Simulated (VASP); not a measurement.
The system is Au.

```xyz
2
Lattice="2.7966 0.0000 0.0000 -0.0129 2.8013 0.0000 -1.1303 -1.1775 4.8910" Properties=species:S:1:pos:R:3 pbc="T T T"
Au    1.5634    1.5428    1.3404
Au    0.0901    0.0810    3.5506
```

This cell differs from its parent crystal: volume scaled by 0.98.

Base run:

* Program: VASP 6.6.1
* Functional: LDA
* Potentials or basis: VASP PAW LDA potentials, release 64 (Au)
* Cutoff: 520 eV
* k mesh: 10 × 10 × 6
* Occupations: fermi-dirac, width 0.05 eV
* Spin: no spin polarisation

Its results: band gap on the k mesh zero (band 11 reaches 10.60 eV, above the bottom of band 12 at 5.64 eV); pressure -9.4 GPa; largest force 0.135 eV/Å.

Problem. The run is repeated on the same cell with these changes: functional from LDA to PBEsol; potentials or basis from VASP PAW LDA potentials, release 64 (Au) to VASP PAW PBE potentials, release 64 (Au). What comes out?

Solution. Band gap on the k mesh zero (band 11 reaches 10.63 eV, above the bottom of band 12 at 5.67 eV); pressure -5.9 GPa; largest force 0.110 eV/Å.

Caveats: spin-orbit coupling is left out, which moves the levels of the heavy elements; the PAW data sets were made with another functional, which shifts forces and pressure a little (some runs).
